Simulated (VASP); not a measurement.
# BaZrO3 (Pm-3m) in VASP: notebook, part 2 of 2

VASP 6.6.1. Earlier steps stand in the parts before.

## (4) Single point, PBEsol

This run uses another cell than the first one, of 14.61 Å³/atom, 1.029 times its volume.

Input file INCAR:

```
SYSTEM = BaZrO3
PREC = Accurate
ENCUT = 520
EDIFF = 1E-7
ISMEAR = 0
SIGMA = 0.02
LREAL = .False.
LASPH = .True.
NELM = 80
ALGO = Normal
ISIF = 2
LWAVE = .False.
LCHARG = .True.
GGA = PS
LELF = .True.
LVHAR = .True.
NBANDS = 28
```

Input file KPOINTS:

```
Automatic mesh
0
Gamma
  6 6 6
  0 0 0
```

Input file POSCAR:

```
BaZrO3
1.0
    4.1806569797      0.0000000000      0.0000000000
    0.0000000000      4.1806569797      0.0000000000
    0.0000000000      0.0000000000      4.1806569797
Ba Zr O
1 1 3
Direct
    0.0000000000      0.0000000000      0.0000000000
    0.5000000000      0.5000000000      0.5000000000
    0.5000000000      0.0000000000      0.5000000000
    0.5000000000      0.5000000000      0.0000000000
    0.0000000000      0.5000000000      0.5000000000
```

Potentials or basis: VASP PAW PBE potentials, release 64 (Ba_sv, Zr_sv, O).

Launch:

```sh
cat potpaw_PBE.64/Ba_sv/POTCAR potpaw_PBE.64/Zr_sv/POTCAR potpaw_PBE.64/O/POTCAR > POTCAR
mpirun -np 1 vasp_std > vasp.out
```

OUTCAR:

```text
SYSTEM = BaZrO3
   PREC = Accurate
   ENCUT = 520
   EDIFF = 1E-7
   ISMEAR = 0
   LREAL = .False.
   LASPH = .True.
   NELM = 80
   ISIF = 2
   GGA = PS

 ion  position               nearest neighbor table
   1  0.000  0.000  0.000-   3 2.96   4 2.96   5 2.96   3 2.96   5 2.96   4 2.96   5 2.96   5 2.96
                             3 2.96   4 2.96   3 2.96   4 2.96   2 3.62   2 3.62   2 3.62   2 3.62
   2  0.500  0.500  0.500-   3 2.09   4 2.09   5 2.09   4 2.09   3 2.09   5 2.09   1 3.62   1 3.62
                             1 3.62   1 3.62   1 3.62   1 3.62   1 3.62   1 3.62
   3  0.500  0.000  0.500-   2 2.09   2 2.09   1 2.96   1 2.96   1 2.96   1 2.96
   4  0.500  0.500  0.000-   2 2.09   2 2.09   1 2.96   1 2.96   1 2.96   1 2.96
   5  0.000  0.500  0.500-   2 2.09   2 2.09   1 2.96   1 2.96   1 2.96   1 2.96

  LATTYP: Found a simple cubic cell.
 ALAT       =     4.1806569797

  Lattice vectors:

 A1 = (   4.1806569797,   0.0000000000,   0.0000000000)
 A2 = (   0.0000000000,   4.1806569797,   0.0000000000)
 A3 = (   0.0000000000,   0.0000000000,   4.1806569797)

Analysis of symmetry for initial positions (statically):
=====================================================================
[... 177 lines left out ...]
 cond. band min:       6.8114025870   @ k =   0.0000   0.0000   0.0000
 fundamental gap:      3.1221247540
 Fermi energy:         3.9353598445

 k-point     1 :       0.0000    0.0000    0.0000
  band No.  band energies     occupation
      1     -43.1387      2.00000
      2     -21.5285      2.00000
      3     -21.3595      2.00000
      4     -21.3595      2.00000
      5     -21.3595      2.00000
      6     -12.6132      2.00000
[... 609 lines left out ...]
     27      12.9048      0.00000
     28      12.9048      0.00000

------------------------ aborting loop because EDIFF is reached ----------------------------------------

  FORCE on cell =-STRESS in cart. coord.  units (eV):
  Direction    XX          YY          ZZ          XY          YZ          ZX
  --------------------------------------------------------------------------------------
  -------------------------------------------------------------------------------------
  Total        0.5332304      0.5332304      0.5332304     -0.0000000     -0.0000000     -0.0000000
  in kB       11.6920823     11.6920823     11.6920823     -0.0000000     -0.0000000     -0.0000000
  external PRESSURE =      11.6920823 kB  Pullay stress =       0.0000000 kB

 VOLUME and BASIS-vectors are now :
 -----------------------------------------------------------------------------
  energy-cutoff  :      520.00
  volume of cell :       73.07
      direct lattice vectors                 reciprocal lattice vectors
     4.180656980  0.000000000  0.000000000     0.239196855  0.000000000  0.000000000
     0.000000000  4.180656980  0.000000000     0.000000000  0.239196855  0.000000000
     0.000000000  0.000000000  4.180656980     0.000000000  0.000000000  0.239196855

 POSITION                                       TOTAL-FORCE (eV/Angst)
 -----------------------------------------------------------------------------------
      0.00000      0.00000      0.00000         0.000000      0.000000      0.000000
      2.09033      2.09033      2.09033         0.000000      0.000000      0.000000
      2.09033      0.00000      2.09033         0.000000      0.000000      0.000000
      2.09033      2.09033      0.00000         0.000000      0.000000      0.000000
      0.00000      2.09033      2.09033         0.000000      0.000000      0.000000
 -----------------------------------------------------------------------------------
    total drift:                                0.000000     -0.000000     -0.000000

  FREE ENERGIE OF THE ION-ELECTRON SYSTEM (eV)
  ---------------------------------------------------
  free  energy   TOTEN  =       -43.6206849157 eV

  energy  without entropy=      -43.6206849157  energy(sigma->0) =      -43.62068492
```

OSZICAR:

```text
N       E                     dE             d eps       ncg     rms          rms(c)
DAV:   1     0.309555382236E+03    0.30956E+03   -0.21841E+04  1120   0.140E+03
DAV:   2    -0.293674254508E+02   -0.33892E+03   -0.33011E+03  1400   0.353E+02
DAV:   3    -0.498715962631E+02   -0.20504E+02   -0.20415E+02  1744   0.808E+01
DAV:   4    -0.504733171361E+02   -0.60172E+00   -0.60100E+00  1532   0.110E+01
DAV:   5    -0.504822921601E+02   -0.89750E-02   -0.89745E-02  1532   0.120E+00    0.296E+01
DAV:   6    -0.437997902711E+02    0.66825E+01   -0.33631E+01  1336   0.361E+01    0.136E+01
DAV:   7    -0.436614175483E+02    0.13837E+00   -0.25232E+00  1556   0.874E+00    0.812E+00
DAV:   8    -0.436247411731E+02    0.36676E-01   -0.32187E-01  1312   0.407E+00    0.673E-01
DAV:   9    -0.436205424570E+02    0.41987E-02   -0.55656E-02  1556   0.130E+00    0.523E-01
DAV:  10    -0.436210329001E+02   -0.49044E-03   -0.14355E-02  1512   0.961E-01    0.244E-01
DAV:  11    -0.436206669197E+02    0.36598E-03   -0.19561E-03  1368   0.366E-01    0.316E-02
DAV:  12    -0.436206888315E+02   -0.21912E-04   -0.12946E-04  1432   0.761E-02    0.411E-02
DAV:  13    -0.436206849492E+02    0.38824E-05   -0.14297E-05  1520   0.279E-02    0.454E-03
DAV:  14    -0.436206849115E+02    0.37640E-07   -0.17931E-06  1384   0.947E-03    0.251E-03
DAV:  15    -0.436206849157E+02   -0.41746E-08   -0.17078E-07  1168   0.338E-03
   1 F= -.43620685E+02 E0= -.43620685E+02  d E =-.279830E-69
```

Wall time 20 s (1 thread of Intel Xeon Platinum 8559C (Emerald Rapids), shared host); peak memory 0.2 GiB.

What came out:

| Quantity | Value |
| --- | --- |
| Free energy | -43.6207 eV |
| Pressure | 1.2 GPa |
| Band gap on the k mesh | 3.12 eV, indirect (least direct gap 3.33 eV) |

Caveat: the PAW data sets were made with another functional, which shifts forces and pressure a little; spin-orbit coupling is left out, which moves the levels of the heavy elements. A k mesh can miss the band edges.

## (5) Single point, PBEsol

This run uses another cell than the first one, of 14.61 Å³/atom, 1.029 times its volume.

Input file INCAR:

```
ALGO = Normal ; EDIFF = 1E-7
ENCUT = 520 ; GGA = PS
ISIF = 2 ; ISMEAR = 0
LASPH = True ; LCHARG = False
LREAL = False ; LWAVE = False
NBANDS = 28 ; NELM = 60
PREC = Accurate ; SIGMA = 0.02
```

Input file KPOINTS:

```
k-points
0
Gamma
  6 6 6
```

POSCAR is that of step 4.

Launch:

```sh
cat potpaw_PBE.64/Ba_sv/POTCAR potpaw_PBE.64/Zr_sv/POTCAR potpaw_PBE.64/O/POTCAR > POTCAR
mpirun -np 1 vasp_std > vasp.out
```

Run time: 21 s. Hardware: 1 thread of Intel Xeon Platinum 8559C (Emerald Rapids), shared host; peak memory 0.2 GiB.

Results (log left out):

| Item | Value |
| --- | --- |
| Free energy | -43.6207 eV |
| Pressure | 1.2 GPa |
| Band gap on the k mesh | 3.12 eV, indirect (least direct gap 3.33 eV) |

Levels at points of the mesh, in eV from the valence-band top:
```
           k point  band 16  band 17  band 18  band 19  band 20  band 21  band 22  band 23  band 24  band 25
(0.00, 0.00, 0.00)    -1.01    -1.01    -0.21    -0.21    -0.21     3.12     3.12     3.12     4.55     4.55
(0.50, 0.00, 0.00)    -1.77    -1.77    -1.74    -0.44    -0.44     3.59     5.74     5.74     6.39     6.64
(0.50, 0.50, 0.00)    -2.47    -0.94    -0.94    -0.77    -0.08     5.70     5.70     6.46     6.49     7.72
(0.50, 0.50, 0.50)    -2.57    -2.57     0.00     0.00     0.00     5.93     5.93     5.93     7.06     7.06
```

Caveat: the PAW data sets were made with another functional, which shifts forces and pressure a little; spin-orbit coupling is left out, which moves the levels of the heavy elements.

## (6) The runs side by side

```csv
cell,gap on the mesh (eV),pressure (GPa)
"a = 4.141 Å, 5 atoms",3.18,6.3
"a = 4.164 Å, 5 atoms",3.15,3.3
"a = 4.181 Å, 5 atoms",3.12,1.2
```

Alike in all rows: task single point; level PBEsol; potentials or basis VASP PAW PBE potentials, release 64 (Ba_sv, Zr_sv, O); no spin polarisation; k mesh 6 × 6 × 6; cutoff (eV) 520; smearing gaussian 0.02 eV.

Caveats: the PAW data sets were made with another functional, which shifts forces and pressure a little; spin-orbit coupling is left out, which moves the levels of the heavy elements.

Total energies depend on the potentials used, so only differences within one code and one set of settings carry meaning.
